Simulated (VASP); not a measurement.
# Te2Mo (P-6m2) in VASP: notebook, part 2 of 2

VASP 6.6.1.

### Step 3. Single point, PBEsol

This run uses another cell than the first one, of 61.66 Å³/atom, 3.466 times its volume.

INCAR reads:

```
  PREC = Accurate
  ENCUT = 520
  EDIFF = 1E-7
  ISMEAR = 0
  SIGMA = 0.02
  LREAL = False
  LASPH = True
  NELM = 60
  ALGO = Normal
  ISIF = 2
  LWAVE = False
  LCHARG = True
  GGA = PS
  LELF = True
  LVHAR = True
  NBANDS = 20
```

KPOINTS reads:

```
Automatic mesh
0
Gamma
  12 12 2
```

POSCAR reads:

```
Te2Mo
1.0
    3.4910750477      0.0000000000      0.0000000000
   -1.7455375238      3.0233596778      0.0000000000
    0.0000000000      0.0000000000     17.5264237944
Te Mo
2 1
Direct
    0.3333333333      0.6666666667      0.8971077565
    0.3333333333      0.6666666667      0.1028922435
    0.0000000000      0.0000000000      0.0000000000
```

Potentials or basis: VASP PAW PBE potentials, release 64 (Te, Mo_sv).

Launch:

```sh
cat potpaw_PBE.64/Te/POTCAR potpaw_PBE.64/Mo_sv/POTCAR > POTCAR
mpirun -np 1 vasp_std > vasp.out
```

OUTCAR:

```text
PREC = Accurate
   ENCUT = 520
   EDIFF = 1E-7
   ISMEAR = 0
   LREAL = False
   LASPH = True
   NELM = 60
   ISIF = 2
   GGA = PS

 ion  position               nearest neighbor table
   1  0.333  0.667  0.897-   3 2.70   3 2.70   3 2.70   2 3.61
   2  0.333  0.667  0.103-   3 2.70   3 2.70   3 2.70   1 3.61
   3  0.000  0.000  0.000-   1 2.70   2 2.70   1 2.70   2 2.70   1 2.70   2 2.70

  LATTYP: Found a hexagonal cell.
 ALAT       =     3.4910750477
 C/A-ratio  =     5.0203514834

  Lattice vectors:

 A1 = (   3.4910750477,   0.0000000000,   0.0000000000)
 A2 = (  -1.7455375238,   3.0233596778,   0.0000000000)
 A3 = (   0.0000000000,   0.0000000000,  17.5264237944)

Analysis of symmetry for initial positions (statically):
=====================================================================
 Subroutine PRICEL returns:
 Original cell was already a primitive cell.

 Routine SETGRP: Setting up the symmetry group for a
 hexagonal supercell.

 Subroutine GETGRP returns: Found 12 space group operations
 (whereof 12 operations were pure point group operations)
 out of a pool of 24 trial point group operations.

The static configuration has the point symmetry D_3h.

Analysis of symmetry for dynamics (positions and initial velocities):
=====================================================================
 Subroutine PRICEL returns:
 Original cell was already a primitive cell.

 Routine SETGRP: Setting up the symmetry group for a
 hexagonal supercell.

 Subroutine GETGRP returns: Found 12 space group operations
 (whereof 12 operations were pure point group operations)
 out of a pool of 24 trial point group operations.

The dynamic configuration has the point symmetry D_3h.

 Subroutine INISYM returns: Found 12 space group operations
 (whereof 12 operations are pure point group operations),
 and found     1 'primitive' translations
[... 106 lines left out ...]
   TEBEG  =    0.0;   TEEND  =   0.0 temperature during run
   PSTRESS=    0.0 pullay stress
   NELECT =      26.0000    total number of electrons
   NUPDOWN=      -1.0000    fix difference up-down
   EMIN   =  10.00;   EMAX   =-10.00  energy-range for DOS
   EFERMI =   0.00;   METHOD = LEGACY
   ISMEAR =     0;   SIGMA  =   0.02  broadening in eV -4-tet -1-fermi 0-gaus
   EFERMI_NEDOS =   21; number of points for ismear=-14 and -15
   IALGO  =     38    algorithm
   IMIX   =      4    mixing-type and parameters
     AMIX     =   0.40;   BMIX     =  1.00
     AMIX_MAG =   1.60;   BMIX_MAG =  1.00
  volume/ion in A,a.u.               =      61.66       416.12
  Fermi-wavevector in a.u.,A,eV,Ry     =   0.851174  1.608486  9.857390  0.724498
  Thomas-Fermi vector in A             =   1.967266
   LORBIT       =      0    0 simple, 1 ext, 2 COOP (PROOUT), +10 PAW based schemes
   GGA     = PS    functional components
   LHFCALC =     F    Hartree Fock is set to
   AEXX    =    0.0000 exact exchange contribution
   IVDW    =     0    specifies the selected vdW correction
   LEPSILON=     F    determine dielectric tensor
   LRPA    =     F    only Hartree local field effects (RPA)
 non-spin polarized calculation
 Gauss-broadening in eV      SIGMA  =   0.02
  energy-cutoff  :      520.00
  volume of cell :      184.99
 maximum number of plane-waves:      5046
 NGX is ok and might be reduce to    28
   NGX = 13   NGY = 13   NGZ = 65

 number of electron      26.0000002 magnetization

 Free energy of the ion-electron system (eV)
  ---------------------------------------------------
  ext. energy  EPLUGINS =         0.00000000
  ---------------------------------------------------
  free energy    TOTEN  =       -19.61451928 eV

  energy without entropy =      -19.61451928  energy(sigma->0) =      -19.61451928

 E-fermi :   0.3585     XC(G=0):  -4.8384

 val. band max:        0.2425403586   @ k =   0.3333   0.3333   0.0000
 cond. band min:       1.4444925153   @ k =   0.3333   0.3333   0.0000
 fundamental gap:      1.2019521567
 Fermi energy:         0.3584692150

 k-point     1 :       0.0000    0.0000    0.0000
  band No.  band energies     occupation
      1     -60.2850      2.00000
      2     -34.5005      2.00000
      3     -34.3451      2.00000
      4     -34.3451      2.00000
      5     -12.5398      2.00000
      6     -11.5658      2.00000
[... 541 lines left out ...]
     19       6.2002      0.00000
     20       6.3085      0.00000

 [... further k-points ...]
[... 5 lines left out ...]
  --------------------------------------------------------------------------------------
  -------------------------------------------------------------------------------------
  Total        0.0434053      0.0434053      0.0992275      0.0000000      0.0000000     -0.0000000
  in kB        0.3759334      0.3759334      0.8594100      0.0000000      0.0000000     -0.0000000
  external PRESSURE =       0.5370923 kB  Pullay stress =       0.0000000 kB

 VOLUME and BASIS-vectors are now :
 -----------------------------------------------------------------------------
  energy-cutoff  :      520.00
  volume of cell :      184.99
      direct lattice vectors                 reciprocal lattice vectors
     3.491075048  0.000000000  0.000000000     0.286444716  0.165378934  0.000000000
    -1.745537524  3.023359678  0.000000000     0.000000000  0.330757868  0.000000000
     0.000000000  0.000000000 17.526423794     0.000000000  0.000000000  0.057056705

 POSITION                                       TOTAL-FORCE (eV/Angst)
 -----------------------------------------------------------------------------------
     -0.00000      2.01557     15.72309         0.000000      0.000000     -0.030601
     -0.00000      2.01557      1.80333         0.000000      0.000000      0.030601
      0.00000      0.00000      0.00000        -0.000000      0.000000      0.000000
 -----------------------------------------------------------------------------------
    total drift:                                0.000000     -0.000000     -0.000000

  FREE ENERGIE OF THE ION-ELECTRON SYSTEM (eV)
  ---------------------------------------------------
  free  energy   TOTEN  =       -19.6145192843 eV

  energy  without entropy=      -19.6145192843  energy(sigma->0) =      -19.61451928
```

OSZICAR:

```text
N       E                     dE             d eps       ncg     rms          rms(c)
DAV:   1     0.142143125989E+03    0.14214E+03   -0.11458E+04  1952   0.104E+03
DAV:   2    -0.111821365311E+02   -0.15333E+03   -0.14899E+03  2052   0.231E+02
DAV:   3    -0.201732205910E+02   -0.89911E+01   -0.88952E+01  2004   0.469E+01
[... 14 lines left out ...]
DAV:  18    -0.196145021627E+02   -0.46041E-04   -0.16036E-06  1724   0.444E-03    0.277E-03
DAV:  19    -0.196145135943E+02   -0.11432E-04   -0.44736E-07  1668   0.300E-03    0.117E-03
DAV:  20    -0.196145183826E+02   -0.47883E-05   -0.17964E-07  1420   0.112E-03    0.793E-04
DAV:  21    -0.196145191844E+02   -0.80181E-06   -0.27857E-08  1384   0.635E-04    0.266E-04
DAV:  22    -0.196145192843E+02   -0.99924E-07   -0.35536E-09  1172   0.216E-04
   1 F= -.19614519E+02 E0= -.19614519E+02  d E =-.400511E-18
```

It took 1.8 min on 1 thread of Intel Xeon 6975P-C (Granite Rapids), shared host; peak memory 0.39 GiB.

Results:

```yaml
Free_energy: -19.6145 eV
Largest_force: 0.031 eV/Å
Band_gap_on_the_k_mesh: 1.20 eV, direct
```

Forces in eV/Å, atoms in the order of the input:
```
Te   0.000  0.000 -0.031
Te   0.000  0.000  0.031
Mo   0.000  0.000  0.000
```

Caveat: the PAW data sets were made with another functional, which shifts forces and pressure a little; spin-orbit coupling is left out, which moves the levels of the heavy elements.

### Step 4. Relaxation of cell and atoms, PBEsol, target pressure 12 GPa, at which the enthalpy is minimised

This run uses another cell than the first one, of 23.10 Å³/atom, 1.298 times its volume.

INCAR reads:

```
PREC = Accurate ; ENCUT = 600
EDIFF = 1E-6 ; ISMEAR = 0
SIGMA = 0.02 ; LREAL = F
LASPH = T ; NELM = 60
ALGO = Normal ; ISIF = 3
LWAVE = F ; LCHARG = F
GGA = PS ; IBRION = 2
NSW = 70 ; EDIFFG = -0.008
PSTRESS = 120.0
```

KPOINTS reads:

```
Automatic mesh
0
Gamma
  12 12 4
```

POSCAR reads:

```
Te2Mo
1.0
    3.3317492333      0.0000000000      0.0000000000
   -1.6658746167      2.8853794751      0.0000000000
    0.0000000000      0.0000000000      7.2090610024
Te Mo
2 1
Direct
    0.3333333333      0.6666666667      0.7543678477
    0.3333333333      0.6666666667      0.2456321523
    0.0000000000      0.0000000000      0.0000000000
```

Launch:

```sh
cat potpaw_PBE.64/Te/POTCAR potpaw_PBE.64/Mo_sv/POTCAR > POTCAR
mpirun -np 1 vasp_std > vasp.out
```

Wall time 3.9 min (1 thread of Intel Xeon 6975P-C (Granite Rapids), shared host); peak memory 0.27 GiB.

Results (log left out):

```yaml
Free_energy: -19.2020 eV
Relaxed_volume: 22.68 Å³/atom
Relaxed_cell: a = 3.320 Å, b = 3.320 Å, c = 7.130 Å, α = 90.00°, β = 90.00°, γ = 120.00°
Space_group_after_relaxing_to_0.05_Å: P-6m2 (No. 187)
Energy_change_on_relaxing_the_enthalpy_is_what_falls: -2.1 meV/atom
Ionic_steps: 12
Pressure_after_relaxing: 12.0 GPa
Band_gap_on_the_k_mesh: 0.33 eV, indirect (least direct gap 0.78 eV)
```

Forces in eV/Å, atoms in the order of the input:
```
Te   0.000  0.000 -0.003
Te   0.000  0.000  0.003
Mo   0.000  0.000  0.000
```

The path:
```csv
step,energy change (eV),largest force (eV/Å),pressure (GPa),volume (Å³)
1,0.0000,1.3319,15.40,69.30
2,-0.2423,0.9709,1.06,74.33
3,-0.1706,0.4395,9.89,70.93
4,-0.0808,0.2222,11.17,69.25
5,-0.0065,0.0701,12.08,68.15
6,0.0025,0.0709,12.35,67.93
7,0.0048,0.0695,12.43,67.90
8,0.0043,0.0700,12.44,67.90
9,-0.0371,0.1290,10.83,68.48
10,-0.0082,0.0130,11.98,68.07
11,-0.0085,0.0126,11.95,68.07
12,-0.0063,0.0028,11.97,68.04
```

Final structure:
```
Te Mo
1.0
     3.31953    0.00000    0.00000
    -1.65976    2.87480    0.00000
     0.00000    0.00000    7.13001
Te Mo
2 1
Direct
  0.33333 0.66667 0.74208
  0.33333 0.66667 0.25792
  0.00000 0.00000 0.00000
```

Levels at points of the mesh, in eV from the valence-band top:
| k point | band 11 | band 12 | band 13 | band 14 | band 15 | band 16 |
| --- | --- | --- | --- | --- | --- | --- |
| (0.00, 0.00, 0.00) | -1.19 | -0.90 | -0.90 | 3.68 | 3.68 | 3.75 |
| (0.50, 0.00, 0.00) | -1.74 | -1.58 | -0.29 | 1.06 | 1.65 | 3.54 |
| (0.00, 0.00, 0.50) | -0.93 | -0.93 | -0.64 | 3.40 | 3.40 | 4.08 |
| (0.50, 0.00, 0.50) | -2.65 | -0.71 | 0.00 | 1.69 | 1.96 | 2.31 |

Caveat: the cell is relaxed towards a set pressure, so the enthalpy falls and the energy may rise; the PAW data sets were made with another functional, which shifts forces and pressure a little; spin-orbit coupling is left out, which moves the levels of the heavy elements; this functional lacks dispersion, which binds the layers, so the pressure and a relaxed spacing across them are unreliable.

### Step 5. Single point, PBEsol (biaxial strain in the a-b plane: +1.5 %)

INCAR reads:

```
SYSTEM = Te2Mo
PREC = Accurate ; ENCUT = 520
EDIFF = 1E-6 ; ISMEAR = 0
SIGMA = 0.02 ; LREAL = .False.
LASPH = .True. ; NELM = 80
ALGO = Normal ; ISIF = 2
LWAVE = .False. ; LCHARG = .False.
GGA = PS ; NBANDS = 20
```

KPOINTS reads:

```
regular mesh
0
Gamma
  12 12 2
  0 0 0
```

POSCAR reads:

```
Te2Mo
1.0
    3.5434411635      0.0000000000      0.0000000000
   -1.7717205817      3.0687100644      0.0000000000
    0.0000000000      0.0000000000     17.3686860218
Te Mo
2 1
Direct
    0.3333333333      0.6666666667      0.8971077568
    0.3333333333      0.6666666667      0.1028922432
    0.0000000000      0.0000000000      0.0000000000
```

Launch:

```sh
cat potpaw_PBE.64/Te/POTCAR potpaw_PBE.64/Mo_sv/POTCAR > POTCAR
mpirun -np 1 vasp_std > vasp.out
```

Wall time 5.7 min (1 thread of AMD EPYC 7R43 (Zen 3), shared host); peak memory 0.35 GiB.

Results (log left out):

```
Free energy            : -19.5989 eV
Largest force          : 0.021 eV/Å
Band gap on the k mesh : 1.08 eV, direct
```

Forces in eV/Å, atoms in the order of the input:
```
Te   0.000  0.000  0.021
Te   0.000  0.000 -0.021
Mo   0.000  0.000  0.000
```

Levels at points of the mesh, in eV from the valence-band top:
```csv
k point,band 10,band 11,band 12,band 13,band 14,band 15,band 16,band 17
"(0.00, 0.00, 0.00)",-1.64,-0.89,-0.89,-0.40,3.13,3.13,3.44,3.44
"(0.50, 0.00, 0.00)",-2.31,-1.55,-0.73,-0.31,1.43,1.77,3.36,3.78
"(0.00, 0.00, 0.50)",-1.64,-0.89,-0.89,-0.40,3.13,3.13,3.44,3.44
"(0.50, 0.00, 0.50)",-2.31,-1.55,-0.73,-0.31,1.43,1.77,3.36,3.78
```

Caveat: the cell differs from its parent crystal (biaxial strain in the a-b plane: +1.5 %); the PAW data sets were made with another functional, which shifts forces and pressure a little; spin-orbit coupling is left out, which moves the levels of the heavy elements.

### Step 6. The runs side by side

```tsv
task	cell	k mesh	cutoff (eV)	smearing	gap on the mesh (eV)	pressure (GPa)	largest force (eV/Å)
single point	a = 3.005, b = 3.005, c = 6.825 Å, angles 90.0, 90.0, 120.0°, 3 atoms	18 × 18 × 6	520	gaussian 0.1 eV	none	50.5	0.03
single point	a = 3.491, b = 3.491, c = 17.526 Å, angles 90.0, 90.0, 120.0°, 3 atoms	12 × 12 × 2	520	gaussian 0.02 eV	1.20	-	0.03
relaxation of cell and atoms	relaxed to 12 GPa from a = 3.332, b = 3.332, c = 7.209 Å, angles 90.0, 90.0, 120.0°, 3 atoms	12 × 12 × 4	600	gaussian 0.02 eV	0.33	12.0	-
single point	a = 3.543, b = 3.543, c = 17.369 Å, angles 90.0, 90.0, 120.0°, 3 atoms	12 × 12 × 2	520	gaussian 0.02 eV	1.08	-	0.02
```

Alike in all rows: level PBEsol; potentials or basis VASP PAW PBE potentials, release 64 (Te, Mo_sv); no spin polarisation.

Caveats: the PAW data sets were made with another functional, which shifts forces and pressure a little; spin-orbit coupling is left out, which moves the levels of the heavy elements; the cell is relaxed towards a set pressure, so the enthalpy falls and the energy may rise (some runs); this functional lacks dispersion, which binds the layers, so the pressure and a relaxed spacing across them are unreliable (some runs).

Total energies depend on the potentials used, so only differences within one code and one set of settings carry meaning.
